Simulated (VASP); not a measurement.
# HfMoC2 (P-3m1) in VASP: a series of runs

HfMoC2 is run at these levels: PBE; tasks: single point, relaxation of cell and atoms.

Program: VASP 6.6.1. These are calculated values, not measurements. Logs are shortened: lines on timing, memory, paths and dates and some standing lists are left out, and cuts for length are marked.

## Step 1: The cell of the first run

It takes space group P-3m1 (No. 164, trigonal). Conventional cell: a = 3.157 Å, b = 3.157 Å, c = 5.540 Å, α = 90.00°, β = 90.00°, γ = 120.00°. Hf (site symmetry -3m) has 6 C at 2.34 Å and 2 Mo at 2.77 Å within 3.1 Å. Mo (site symmetry -3m) has 6 C at 2.24 Å and 2 Hf at 2.77 Å within 3.0 Å. C (site symmetry 3m) has 3 Mo at 2.24 Å and 3 Hf at 2.34 Å within 3.0 Å.

## Step 2: Single point, PBE

File INCAR:

```
PREC     = Accurate       # precision mode
ENCUT    = 520            # plane-wave cutoff, eV
EDIFF    = 1E-6           # SCF threshold, eV
ISMEAR   = 0              # smearing method
SIGMA    = 0.1            # smearing width, eV
LREAL    = False          # projectors in reciprocal space
LASPH    = True           # aspherical terms in the spheres
NELM     = 60             # most SCF steps
ALGO     = Normal         # electronic algorithm
ISIF     = 2              # what is computed and relaxed
LWAVE    = False          # write WAVECAR
LCHARG   = True           # write CHGCAR
GGA      = PE             # functional
LELF     = True           # ELF
LVHAR    = True         
NBANDS   = 24             # bands
```

File KPOINTS:

```
regular mesh
0
Gamma
  6 6 4
```

File POSCAR:

```
HfMoC2
1.0
    3.1574416995      0.0000000000      0.0000000000
   -1.5787208497      2.7344247227      0.0000000000
    0.0000000000      0.0000000000      5.5398717309
Hf Mo C
1 1 2
Direct
    0.0000000000      0.0000000000      0.0000000000
    0.0000000000      0.0000000000      0.5000000000
    0.3333333333      0.6666666667      0.7361711808
    0.6666666667      0.3333333333      0.2638288192
```

Potentials or basis: VASP PAW PBE potentials, release 64 (Hf_pv, Mo_sv, C).

On the command line:

```console
$ cat potpaw_PBE.64/Hf_pv/POTCAR potpaw_PBE.64/Mo_sv/POTCAR potpaw_PBE.64/C/POTCAR > POTCAR
$ mpirun -np 1 vasp_std > vasp.out
```

OUTCAR:

```text
PREC = Accurate
   ENCUT = 520
   EDIFF = 1E-6
   ISMEAR = 0
   LREAL = False
   LASPH = True
   NELM = 60
   ISIF = 2
   GGA = PE

 ion  position               nearest neighbor table
   1  0.000  0.000  0.000-   3 2.34   4 2.34   3 2.34   4 2.34   4 2.34   3 2.34   2 2.77   2 2.77

   2  0.000  0.000  0.500-   3 2.24   4 2.24   3 2.24   4 2.24   4 2.24   3 2.24   1 2.77   1 2.77

   3  0.333  0.667  0.736-   2 2.24   2 2.24   2 2.24   1 2.34   1 2.34   1 2.34
   4  0.667  0.333  0.264-   2 2.24   2 2.24   2 2.24   1 2.34   1 2.34   1 2.34

  LATTYP: Found a hexagonal cell.
 ALAT       =     3.1574416995
 C/A-ratio  =     1.7545444249

  Lattice vectors:

 A1 = (   3.1574416995,   0.0000000000,   0.0000000000)
 A2 = (  -1.5787208497,   2.7344247227,   0.0000000000)
 A3 = (   0.0000000000,   0.0000000000,   5.5398717309)

Analysis of symmetry for initial positions (statically):
=====================================================================
 Subroutine PRICEL returns:
 Original cell was already a primitive cell.

 Routine SETGRP: Setting up the symmetry group for a
 hexagonal supercell.

 Subroutine GETGRP returns: Found 12 space group operations
 (whereof 12 operations were pure point group operations)
 out of a pool of 24 trial point group operations.

The static configuration has the point symmetry D_3d.

Analysis of symmetry for dynamics (positions and initial velocities):
=====================================================================
 Subroutine PRICEL returns:
 Original cell was already a primitive cell.

 Routine SETGRP: Setting up the symmetry group for a
 hexagonal supercell.

 Subroutine GETGRP returns: Found 12 space group operations
 (whereof 12 operations were pure point group operations)
 out of a pool of 24 trial point group operations.

The dynamic configuration has the point symmetry D_3d.

 Subroutine INISYM returns: Found 12 space group operations
 (whereof 12 operations are pure point group operations),
 and found     1 'primitive' translations

----------------------------------------------------------------------------------------

                                     Primitive cell

  volume of cell :      47.8301

  direct lattice vectors                    reciprocal lattice vectors
     3.157441700  0.000000000  0.000000000     0.316712103  0.182853818  0.000000000
[... 87 lines left out ...]
   ENCUT  =  520.0 eV  38.22 Ry    6.18 a.u.   5.87  5.87 10.30*2*pi/ulx,y,z
   NELM   =     60;   NELMIN=  2; NELMDL= -5     # of ELM steps
   EDIFF  = 0.1E-05   stopping-criterion for ELM
   LREAL  =      F    real-space projection
   EDIFFG = 0.1E-04   stopping-criterion for IOM
   NSW    =      0    number of steps for IOM
   IBRION =     -1    ionic relax: 0-MD 1-quasi-New 2-CG
   NFREE  =      0    steps in history (QN), initial steepest desc. (CG)
   ISIF   =      2    stress and relaxation
   ISYM   =      2    0-nonsym 1-usesym 2-fastsym
   POTIM  = 0.5000    time-step for ionic-motion
   TEBEG  =    0.0;   TEEND  =   0.0 temperature during run
   PSTRESS=    0.0 pullay stress
   NELECT =      32.0000    total number of electrons
   NUPDOWN=      -1.0000    fix difference up-down
   EMIN   =  10.00;   EMAX   =-10.00  energy-range for DOS
   EFERMI =   0.00;   METHOD = LEGACY
   ISMEAR =     0;   SIGMA  =   0.10  broadening in eV -4-tet -1-fermi 0-gaus
   EFERMI_NEDOS =   21; number of points for ismear=-14 and -15
   IALGO  =     38    algorithm
   IMIX   =      4    mixing-type and parameters
     AMIX     =   0.40;   BMIX     =  1.00
     AMIX_MAG =   1.60;   BMIX_MAG =  1.00
  volume/ion in A,a.u.               =      11.96        80.69
  Fermi-wavevector in a.u.,A,eV,Ry     =   1.431829  2.705764 27.893770  2.050134
  Thomas-Fermi vector in A             =   2.551523
   LORBIT       =      0    0 simple, 1 ext, 2 COOP (PROOUT), +10 PAW based schemes
   GGA     = PE    functional components
   LHFCALC =     F    Hartree Fock is set to
   AEXX    =    0.0000 exact exchange contribution
   IVDW    =     0    specifies the selected vdW correction
   LEPSILON=     F    determine dielectric tensor
   LRPA    =     F    only Hartree local field effects (RPA)
 non-spin polarized calculation
 Gauss-broadening in eV      SIGMA  =   0.10
  energy-cutoff  :      520.00
  volume of cell :       47.83
 maximum number of plane-waves:      1302
   NGX = 11   NGY = 11   NGZ = 21

 number of electron      32.0000002 magnetization

 Free energy of the ion-electron system (eV)
  ---------------------------------------------------
  ext. energy  EPLUGINS =         0.00000000
  ---------------------------------------------------
  free energy    TOTEN  =       -39.62147177 eV

  energy without entropy =      -39.61843547  energy(sigma->0) =      -39.61995362

 E-fermi :   8.4631     XC(G=0): -12.6169

 val. band max:        8.3885555468   @ k =   0.1667   0.1667   0.5000
 cond. band min:       8.5394666578   @ k =   0.3333   0.0000   0.5000
 fundamental gap:      0.1509111110
 Fermi energy:         8.4630785755

 k-point     1 :       0.0000    0.0000    0.0000
  band No.  band energies     occupation
      1     -53.0016      2.00000
      2     -27.0455      2.00000
      3     -26.9624      2.00000
      4     -26.9624      2.00000
      5     -21.7784      2.00000
      6     -21.5229      2.00000
[... 637 lines left out ...]
     23      13.8151      0.00000
     24      18.0858      0.00000

------------------------ aborting loop because EDIFF is reached ----------------------------------------

  FORCE on cell =-STRESS in cart. coord.  units (eV):
  Direction    XX          YY          ZZ          XY          YZ          ZX
  --------------------------------------------------------------------------------------
  -------------------------------------------------------------------------------------
  Total       -0.0913529     -0.0913529     -0.3081436     -0.0000000      0.0000000      0.0000000
  in kB       -3.0600745     -3.0600745    -10.3219737     -0.0000000      0.0000000      0.0000000
  external PRESSURE =      -5.4807076 kB  Pullay stress =       0.0000000 kB

 VOLUME and BASIS-vectors are now :
 -----------------------------------------------------------------------------
  energy-cutoff  :      520.00
  volume of cell :       47.83
      direct lattice vectors                 reciprocal lattice vectors
     3.157441700  0.000000000  0.000000000     0.316712103  0.182853818  0.000000000
    -1.578720850  2.734424723  0.000000000     0.000000000  0.365707636  0.000000000
     0.000000000  0.000000000  5.539871731     0.000000000  0.000000000  0.180509595

 POSITION                                       TOTAL-FORCE (eV/Angst)
 -----------------------------------------------------------------------------------
      0.00000      0.00000      0.00000        -0.000000      0.000000     -0.000000
      0.00000      0.00000      2.76994        -0.000000      0.000000     -0.000000
     -0.00000      1.82295      4.07829        -0.000000     -0.000000      0.040701
      1.57872      0.91147      1.46158         0.000000      0.000000     -0.040701
 -----------------------------------------------------------------------------------
    total drift:                               -0.000000      0.000000      0.000000

  FREE ENERGIE OF THE ION-ELECTRON SYSTEM (eV)
  ---------------------------------------------------
  free  energy   TOTEN  =       -39.6214717734 eV

  energy  without entropy=      -39.6184354672  energy(sigma->0) =      -39.61995362
```

OSZICAR:

```text
N       E                     dE             d eps       ncg     rms          rms(c)
DAV:   1     0.213119054876E+03    0.21312E+03   -0.18050E+04  1160   0.133E+03
DAV:   2    -0.384077288985E+02   -0.25153E+03   -0.23915E+03  1384   0.364E+02
DAV:   3    -0.468252867496E+02   -0.84176E+01   -0.82991E+01  1544   0.603E+01
DAV:   4    -0.469177112991E+02   -0.92425E-01   -0.92409E-01  1248   0.658E+00
DAV:   5    -0.469190912146E+02   -0.13799E-02   -0.13796E-02  1536   0.711E-01    0.671E+01
DAV:   6    -0.415424506538E+02    0.53766E+01   -0.31546E+01  1208   0.356E+01    0.363E+01
DAV:   7    -0.415257476323E+02    0.16703E-01   -0.11909E+01  1336   0.299E+01    0.374E+01
DAV:   8    -0.397818757074E+02    0.17439E+01   -0.38526E+00  1312   0.148E+01    0.857E+00
DAV:   9    -0.396282559423E+02    0.15362E+00   -0.36653E-01  1400   0.414E+00    0.305E+00
DAV:  10    -0.396225357355E+02    0.57202E-02   -0.53517E-02  1440   0.147E+00    0.293E+00
DAV:  11    -0.396227922828E+02   -0.25655E-03   -0.87697E-03  1384   0.673E-01    0.339E-01
DAV:  12    -0.396214729511E+02    0.13193E-02   -0.44702E-03  1384   0.428E-01    0.548E-01
DAV:  13    -0.396214868719E+02   -0.13921E-04   -0.30786E-04  1304   0.103E-01    0.118E-01
DAV:  14    -0.396214717248E+02    0.15147E-04   -0.27211E-05  1424   0.463E-02    0.286E-02
DAV:  15    -0.396214717734E+02   -0.48609E-07   -0.25467E-06  1216   0.978E-03
   1 F= -.39621472E+02 E0= -.39619954E+02  d E =-.303631E-02
```

stdout:

```text
POSCAR found type information on POSCAR HfMoC
 POSCAR found :  3 types and       4 ions
 scaLAPACK will be used
 LDA part: xc-table for (Slater+PW92), standard interpolation
 POSCAR, INCAR and KPOINTS ok, starting setup
 FFT: planning ... GRIDC
 FFT: planning ... GRID_SOFT
 FFT: planning ... GRID
 WAVECAR not read
 entering main loop
```

It took 29 s on 1 thread of Intel Xeon Platinum 8259CL at 2.50GHz (Skylake/Cascade Lake), shared host; peak memory 0.18 GiB.

Results:

* Free energy: -39.6215 eV
* Pressure: -0.5 GPa
* Largest force: 0.041 eV/Å
* Band gap on the k mesh: zero (band 16 reaches 9.21 eV, above the bottom of band 17 at 8.20 eV)

Forces on the atoms (eV/Å):
```
Hf   0.000  0.000  0.000
Mo   0.000  0.000  0.000
C    0.000  0.000  0.041
C    0.000  0.000 -0.041
```

Stress tensor (GPa, compression positive):
```
-0.31  0.00  0.00
 0.00 -0.31  0.00
 0.00  0.00 -1.03
```

Caveat: the k points lie up to 0.38 Å⁻¹ apart; spin-orbit coupling is left out, which moves the levels of the heavy elements.

(Continued in part 2 of 2.)
